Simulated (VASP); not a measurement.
# Cd: single point with PBE

Crystal: Cd.

```xyz
1
Lattice="-1.8233 1.8233 1.8233 1.8233 -1.8233 1.8233 1.8233 1.8233 -1.8233" Properties=species:S:1:pos:R:3 pbc="T T T"
Cd    0.0000    0.0000    0.0000
```

This isn't the form of Cd at room conditions, which is hcp.

| Item | Value |
| --- | --- |
| Program | VASP 6.6.1 |
| Task | single point |
| Functional | PBE |
| Potentials or basis | VASP PAW PBE potentials, release 64 (Cd) |
| Cutoff | 520 eV |
| k mesh | 16 × 16 × 16 |
| Occupations | fermi-dirac, width 0.05 eV |
| Spin | no spin polarisation |

```
Pressure               : -1.1 GPa
Band gap on the k mesh : zero (bands 6 and 7 overlap by 4.43 eV)
```

Levels at points of the mesh, in eV from the Fermi level:
| k point | band 2 | band 3 | band 4 | band 5 | band 6 | band 7 | band 8 | band 9 | band 10 | band 11 |
| --- | --- | --- | --- | --- | --- | --- | --- | --- | --- | --- |
| (0.00, 0.00, 0.00) | -8.98 | -8.98 | -8.46 | -8.46 | -8.07 | 14.99 | 14.99 | 14.99 | 15.06 | 15.06 |
| (0.50, 0.00, 0.00) | -9.24 | -8.48 | -8.44 | -8.10 | -1.72 | -1.05 | 8.79 | 9.65 | 12.92 | 13.32 |
| (0.50, 0.50, 0.50) | -9.36 | -8.19 | -8.19 | -8.19 | 3.37 | 3.37 | 3.37 | 4.91 | 7.65 | 7.65 |

It took 26 s on 1 thread of Intel Xeon 8259CL (shared host), peak memory 0.17 GiB.
